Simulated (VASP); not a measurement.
# K (Im-3m) in VASP: a series of runs

Aim: see how the results for K move with the level of theory and the settings. Levels: PBE, r2SCAN. Tasks: single point.

Everything below comes from runs of VASP 6.6.1. Logs are shortened: lines on timing, memory, paths and dates and some standing lists are left out, and cuts for length are marked.

## 1. The cell of the first run

Symmetry: Im-3m, No. 229, cubic system. Conventional cell: a = 5.230 Å, b = 5.230 Å, c = 5.230 Å, α = 90.00°, β = 90.00°, γ = 90.00°.

## 2. Single point, PBE

File INCAR:

```
ALGO = Fast
EDIFF = 1E-7
ENCUT = 520
GGA = PE
ISIF = 2
ISMEAR = 0
LASPH = T
LCHARG = T
LELF = T
LREAL = F
LVHAR = T
LWAVE = F
NBANDS = 10
NELM = 60
PREC = Accurate
SIGMA = 0.05
```

File KPOINTS:

```
k-points
0
Gamma
  6 6 6
```

File POSCAR:

```
K
1.0
   -2.6150000000      2.6150000000      2.6150000000
    2.6150000000     -2.6150000000      2.6150000000
    2.6150000000      2.6150000000     -2.6150000000
K
1
Direct
    0.0000000000      0.0000000000      0.0000000000
```

Potentials or basis: VASP PAW PBE potentials, release 64 (K_sv).

Launch:

```
cat potpaw_PBE.64/K_sv/POTCAR > POTCAR
mpirun -np 1 vasp_std > vasp.out
```

OUTCAR:

```text
EDIFF = 1E-7
   ENCUT = 520
   GGA = PE
   ISIF = 2
   ISMEAR = 0
   LASPH = T
   LREAL = F
   NELM = 60
   PREC = Accurate

 ion  position               nearest neighbor table
   1  0.000  0.000  0.000-

  LATTYP: Found a body centered cubic cell.
 ALAT       =     5.2300000000

  Lattice vectors:

 A1 = (  -2.6150000000,   2.6150000000,   2.6150000000)
 A2 = (   2.6150000000,  -2.6150000000,   2.6150000000)
 A3 = (   2.6150000000,   2.6150000000,  -2.6150000000)

Analysis of symmetry for initial positions (statically):
=====================================================================
 Subroutine PRICEL returns:
 Original cell was already a primitive cell.

 Routine SETGRP: Setting up the symmetry group for a
 body centered cubic supercell.

 Subroutine GETGRP returns: Found 48 space group operations
 (whereof 48 operations were pure point group operations)
 out of a pool of 48 trial point group operations.

The static configuration has the point symmetry O_h .

Analysis of symmetry for dynamics (positions and initial velocities):
=====================================================================
 Subroutine PRICEL returns:
 Original cell was already a primitive cell.

 Routine SETGRP: Setting up the symmetry group for a
 body centered cubic supercell.

 Subroutine GETGRP returns: Found 48 space group operations
 (whereof 48 operations were pure point group operations)
 out of a pool of 48 trial point group operations.

The dynamic configuration has the point symmetry O_h .

 Subroutine INISYM returns: Found 48 space group operations
 (whereof 48 operations are pure point group operations),
 and found     1 'primitive' translations

----------------------------------------------------------------------------------------

                                     Primitive cell

  volume of cell :      71.5278

  direct lattice vectors                    reciprocal lattice vectors
    -2.615000000  2.615000000  2.615000000     0.000000000  0.191204589  0.191204589
     2.615000000 -2.615000000  2.615000000     0.191204589  0.000000000  0.191204589
     2.615000000  2.615000000 -2.615000000     0.191204589  0.191204589  0.000000000

  length of vectors
     4.529312862  4.529312862  4.529312862     0.270404123  0.270404123  0.270404123

  position of ions in fractional coordinates (direct lattice)
     0.000000000  0.000000000  0.000000000

  ion indices of the primitive-cell ions
   primitive index   ion index
                 1           1

----------------------------------------------------------------------------------------

 KPOINTS: k-points

Automatic generation of k-mesh.
 Grid dimensions read from file:
 generate k-points for:    6    6    6

 Generating k-lattice:

  Cartesian coordinates                     Fractional coordinates (reciprocal lattice)
     0.000000000  0.031867431  0.031867431     0.166666667  0.000000000  0.000000000
     0.031867431  0.000000000  0.031867431     0.000000000  0.166666667  0.000000000
     0.031867431  0.031867431  0.000000000     0.000000000  0.000000000  0.166666667

  Length of vectors
     0.045067354  0.045067354  0.045067354

  Shift w.r.t. Gamma in fractional coordinates (k-lattice)
     0.000000000  0.000000000  0.000000000

 Subroutine IBZKPT returns following result:
 ===========================================

 Found     16 irreducible k-points:

 Following reciprocal coordinates:
            Coordinates               Weight
  0.000000  0.000000  0.000000      1.000000
  0.166667  0.000000  0.000000     12.000000
  0.333333  0.000000  0.000000     12.000000
  0.500000  0.000000  0.000000      6.000000
  0.166667  0.166667  0.000000     24.000000
  0.333333  0.166667  0.000000     48.000000
[... 8 lines left out ...]
  0.500000  0.500000  0.333333     12.000000
  0.500000  0.500000  0.500000      1.000000
   k-points           NKPTS =     16   k-points in BZ     NKDIM =     16   number of bands    NBANDS=     10
   number of dos      NEDOS =    301   number of ions     NIONS =      1
   total plane-waves  NPLWV =  46656
   dimension x,y,z NGX =    36 NGY =   36 NGZ =   36
   dimension x,y,z NGXF=    72 NGYF=   72 NGZF=   72
   ions per type =               1
   NGX,Y,Z   is equivalent  to a cutoff of  13.21, 13.21, 13.21 a.u.
   NGXF,Y,Z  is equivalent  to a cutoff of  26.43, 26.43, 26.43 a.u.
 SYSTEM =  unknown system
   PREC   = accura    normal or accurate (medium, high low for compatibility)
   ISTART =      0    job   : 0-new  1-cont  2-samecut
   ICHARG =      2    charge: 1-file 2-atom 10-const
   ISPIN  =      1    spin polarized calculation?
   LNONCOLLINEAR =      F non collinear calculations
   LSORBIT =      F    spin-orbit coupling
   LASPH  =      T    aspherical Exc in radial PAW
   ENCUT  =  520.0 eV  38.22 Ry    6.18 a.u.   8.42  8.42  8.42*2*pi/ulx,y,z
   NELM   =     60;   NELMIN=  2; NELMDL= -5     # of ELM steps
   EDIFF  = 0.1E-06   stopping-criterion for ELM
   LREAL  =      F    real-space projection
   EDIFFG = 0.1E-05   stopping-criterion for IOM
   NSW    =      0    number of steps for IOM
   IBRION =     -1    ionic relax: 0-MD 1-quasi-New 2-CG
   NFREE  =      0    steps in history (QN), initial steepest desc. (CG)
   ISIF   =      2    stress and relaxation
   ISYM   =      2    0-nonsym 1-usesym 2-fastsym
   POTIM  = 0.5000    time-step for ionic-motion
   TEBEG  =    0.0;   TEEND  =   0.0 temperature during run
   PSTRESS=    0.0 pullay stress
   NELECT =       9.0000    total number of electrons
   NUPDOWN=      -1.0000    fix difference up-down
   EMIN   =  10.00;   EMAX   =-10.00  energy-range for DOS
   EFERMI =   0.00;   METHOD = LEGACY
   ISMEAR =     0;   SIGMA  =   0.05  broadening in eV -4-tet -1-fermi 0-gaus
   EFERMI_NEDOS =   21; number of points for ismear=-14 and -15
   IALGO  =     68    algorithm
   IMIX   =      4    mixing-type and parameters
     AMIX     =   0.40;   BMIX     =  1.00
     AMIX_MAG =   1.60;   BMIX_MAG =  1.00
  volume/ion in A,a.u.               =      71.53       482.69
  Fermi-wavevector in a.u.,A,eV,Ry     =   0.820346  1.550230  9.156290  0.672968
  Thomas-Fermi vector in A             =   1.931312
   LORBIT       =      0    0 simple, 1 ext, 2 COOP (PROOUT), +10 PAW based schemes
   GGA     = PE    functional components
   LHFCALC =     F    Hartree Fock is set to
   AEXX    =    0.0000 exact exchange contribution
   IVDW    =     0    specifies the selected vdW correction
   LEPSILON=     F    determine dielectric tensor
   LRPA    =     F    only Hartree local field effects (RPA)
 non-spin polarized calculation
 RMM-DIIS sequential band-by-band and
 Gauss-broadening in eV      SIGMA  =   0.05
  energy-cutoff  :      520.00
  volume of cell :       71.53
 maximum number of plane-waves:      1961
 NGX is ok and might be reduce to    36
   NGX = 17   NGY = 17   NGZ = 17

 number of electron       9.0000000 magnetization

 Free energy of the ion-electron system (eV)
  ---------------------------------------------------
  ext. energy  EPLUGINS =         0.00000000
  ---------------------------------------------------
  free energy    TOTEN  =        -1.02554351 eV

  energy without entropy =       -1.01935182  energy(sigma->0) =       -1.02244766

 E-fermi :  -0.0295     XC(G=0):  -5.7187

 val. band max:       -0.3044876524   @ k =   0.1667   0.1667   0.1667
 cond. band min:      -0.0239713156   @ k =   0.3333   0.1667   0.0000
 fundamental gap:      0.2805163368
 Fermi energy:        -0.0295330882

 k-point     1 :       0.0000    0.0000    0.0000
  band No.  band energies     occupation
      1     -32.1720      2.00000
      2     -15.6197      2.00000
      3     -15.6197      2.00000
      4     -15.6197      2.00000
      5      -2.2538      2.00000
      6       4.2642      0.00000
      7       4.2642      0.00000
      8       4.2642      0.00000
      9       5.1916      0.00000
     10       5.1916      0.00000

 k-point     2 :       0.1667    0.0000    0.0000
  band No.  band energies     occupation
      1     -32.1708      2.00000
      2     -15.6386      2.00000
      3     -15.6259      2.00000
      4     -15.6196      2.00000
      5      -1.9043      2.00000
      6       3.6288      0.00000
      7       3.8798      0.00000
      8       4.5471      0.00000
      9       4.9427      0.00000
     10       5.1335      0.00000

 k-point     3 :       0.3333    0.0000    0.0000
  band No.  band energies     occupation
      1     -32.1685      2.00000
      2     -15.6758      2.00000
      3     -15.6384      2.00000
      4     -15.6196      2.00000
      5      -0.9209      2.00000
      6       2.1148      0.00000
      7       3.3325      0.00000
      8       5.0377      0.00000
      9       5.2558      0.00000
     10       5.3628      0.00000

 k-point     4 :       0.5000    0.0000    0.0000
  band No.  band energies     occupation
      1     -32.1673      2.00000
      2     -15.6942      2.00000
      3     -15.6447      2.00000
      4     -15.6196      2.00000
      5       0.3877      0.00000
      6       0.6449      0.00000
      7       3.1171      0.00000
      8       4.8686      0.00000
      9       5.7273      0.00000
     10       5.9748      0.00000
[... 118 lines left out ...]
 k-point    14 :      -0.3333    0.3333    0.3333
  band No.  band energies     occupation
      1     -32.1655      2.00000
      2     -15.6687      2.00000
      3     -15.6593      2.00000
      4     -15.6593      2.00000
      5       0.2371      0.00000
      6       2.1493      0.00000
      7       3.4165      0.00000
      8       3.4165      0.00000
      9       4.0448      0.00000
     10       5.6850      0.00000

 k-point    15 :       0.5000    0.5000    0.3333
  band No.  band energies     occupation
      1     -32.1645      2.00000
      2     -15.6785      2.00000
      3     -15.6662      2.00000
      4     -15.6600      2.00000
      5       1.2323      0.00000
      6       1.4558      0.00000
      7       3.0067      0.00000
      8       3.4033      0.00000
      9       4.1894      0.00000
     10       6.2620      0.00000

 k-point    16 :       0.5000    0.5000    0.5000
  band No.  band energies     occupation
      1     -32.1636      2.00000
      2     -15.6733      2.00000
      3     -15.6733      2.00000
      4     -15.6733      2.00000
      5       1.6012      0.00000
      6       1.6012      0.00000
      7       3.4952      0.00000
      8       3.4952      0.00000
      9       3.4952      0.00000
     10       5.6299      0.00000

------------------------ aborting loop because EDIFF is reached ----------------------------------------

  FORCE on cell =-STRESS in cart. coord.  units (eV):
  Direction    XX          YY          ZZ          XY          YZ          ZX
  --------------------------------------------------------------------------------------
  -------------------------------------------------------------------------------------
  Total        0.0601372      0.0601372      0.0601372      0.0000000      0.0000000     -0.0000000
  in kB        1.3470353      1.3470353      1.3470353      0.0000000      0.0000000     -0.0000000
  external PRESSURE =       1.3470353 kB  Pullay stress =       0.0000000 kB

 VOLUME and BASIS-vectors are now :
 -----------------------------------------------------------------------------
  energy-cutoff  :      520.00
  volume of cell :       71.53
      direct lattice vectors                 reciprocal lattice vectors
    -2.615000000  2.615000000  2.615000000     0.000000000  0.191204589  0.191204589
     2.615000000 -2.615000000  2.615000000     0.191204589  0.000000000  0.191204589
     2.615000000  2.615000000 -2.615000000     0.191204589  0.191204589  0.000000000

 POSITION                                       TOTAL-FORCE (eV/Angst)
 -----------------------------------------------------------------------------------
      0.00000      0.00000      0.00000         0.000000     -0.000000      0.000000
 -----------------------------------------------------------------------------------
    total drift:                               -0.000000      0.000000      0.000000

  FREE ENERGIE OF THE ION-ELECTRON SYSTEM (eV)
  ---------------------------------------------------
  free  energy   TOTEN  =        -1.0255435075 eV

  energy  without entropy=       -1.0193518220  energy(sigma->0) =       -1.02244766
```

Wall time 22 s (1 thread of Intel Xeon 8259CL, shared host); peak memory 0.2 GiB.

Results:

* Free energy: -1.0255 eV
* Pressure: 0.1 GPa

Levels at points of the mesh, in eV from the Fermi level:
```tsv
k point	band 1	band 2	band 3	band 4	band 5	band 6	band 7	band 8
(0.00, 0.00, 0.00)	-32.14	-15.59	-15.59	-15.59	-2.22	4.29	4.29	4.29
(0.50, 0.00, 0.00)	-32.14	-15.66	-15.62	-15.59	0.42	0.67	3.15	4.90
(0.50, 0.50, 0.50)	-32.13	-15.64	-15.64	-15.64	1.63	1.63	3.52	3.52
```

## 3. Single point, r2SCAN

This run uses another cell than the first one, of 76.50 Å³/atom, 1.069 times its volume.

File POSCAR:

```
K
1.0
   -2.6742096358      2.6742096358      2.6742096358
    2.6742096358     -2.6742096358      2.6742096358
    2.6742096358      2.6742096358     -2.6742096358
K
1
Direct
    0.0000000000      0.0000000000      0.0000000000
```

File INCAR.step1:

```
PREC = Accurate ; ENCUT = 520
ISMEAR = 0 ; SIGMA = 0.05
LREAL = False ; LASPH = True
NELM = 80 ; NBANDS = 10
GGA = PE ; ALGO = Normal
EDIFF = 1E-4 ; LWAVE = True
LCHARG = False
```

File INCAR.step2:

```
PREC = Accurate ; ENCUT = 520
EDIFF = 1E-7 ; ISMEAR = 0
SIGMA = 0.05 ; LREAL = False
LASPH = True ; NELM = 80
ALGO = Normal ; ISIF = 2
LWAVE = False ; LCHARG = False
METAGGA = R2SCAN ; LMIXTAU = True
NBANDS = 10 ; ISTART = 1
```

File KPOINTS:

```
regular mesh
0
Gamma
  12 12 12
```

Potentials or basis: VASP PAW PBE potentials, release 64 (K_sv).

Launch:

```
cat potpaw_PBE.64/K_sv/POTCAR > POTCAR
cp INCAR.step1 INCAR
mpirun -np 1 vasp_std > vasp.out
cp INCAR.step2 INCAR
mpirun -np 1 vasp_std > vasp.out
```

Run time: 6.7 min. Hardware: 1 thread of Intel Xeon 8259CL, shared host; peak memory 0.24 GiB.

The run converged. Its results:

```yaml
Free_energy: -6.0109 eV
Pressure: 0.0 GPa
```

Levels at points of the mesh, in eV from the Fermi level:
| k point | band 1 | band 2 | band 3 | band 4 | band 5 | band 6 | band 7 | band 8 |
| --- | --- | --- | --- | --- | --- | --- | --- | --- |
| (0.00, 0.00, 0.00) | -33.66 | -16.33 | -16.33 | -16.33 | -2.22 | 4.74 | 4.74 | 4.74 |
| (0.50, 0.00, 0.00) | -33.65 | -16.39 | -16.35 | -16.33 | 0.59 | 0.64 | 3.50 | 5.37 |
| (0.50, 0.50, 0.50) | -33.65 | -16.37 | -16.37 | -16.37 | 1.82 | 1.82 | 3.69 | 3.69 |

Caveat: the PAW data sets were made with another functional, which shifts forces and pressure a little.

## 4. Single point, r2SCAN

This run uses another cell than the first one, of 76.50 Å³/atom, 1.069 times its volume.

File POSCAR:

```
K
1.0
   -2.6742096360      2.6742096360      2.6742096360
    2.6742096360     -2.6742096360      2.6742096360
    2.6742096360      2.6742096360     -2.6742096360
K
1
Direct
    0.0000000000      0.0000000000      0.0000000000
```

INCAR.step1 is that of step 3.

INCAR.step2 is that of step 3.

KPOINTS is that of step 3.

Launch:

```
cat potpaw_PBE.64/K_sv/POTCAR > POTCAR
cp INCAR.step1 INCAR
mpirun -np 1 vasp_std > vasp.out
cp INCAR.step2 INCAR
mpirun -np 1 vasp_std > vasp.out
```

It took 1.9 min on 1 thread of Intel Xeon Platinum 8488C (Sapphire Rapids), shared host; peak memory 0.24 GiB.

Results (log left out):

```
Free energy : -6.0109 eV
Pressure    : 0.0 GPa
```

Levels at points of the mesh, in eV from the Fermi level:
| k point | band 1 | band 2 | band 3 | band 4 | band 5 | band 6 | band 7 | band 8 | band 9 |
| --- | --- | --- | --- | --- | --- | --- | --- | --- | --- |
| (0.00, 0.00, 0.00) | -33.66 | -16.33 | -16.33 | -16.33 | -2.22 | 4.74 | 4.74 | 4.74 | 5.67 |
| (0.50, 0.00, 0.00) | -33.65 | -16.39 | -16.35 | -16.33 | 0.59 | 0.64 | 3.50 | 5.37 | 6.23 |
| (0.50, 0.50, 0.50) | -33.65 | -16.37 | -16.37 | -16.37 | 1.82 | 1.82 | 3.69 | 3.69 | 3.69 |

Caveat: the PAW data sets were made with another functional, which shifts forces and pressure a little.
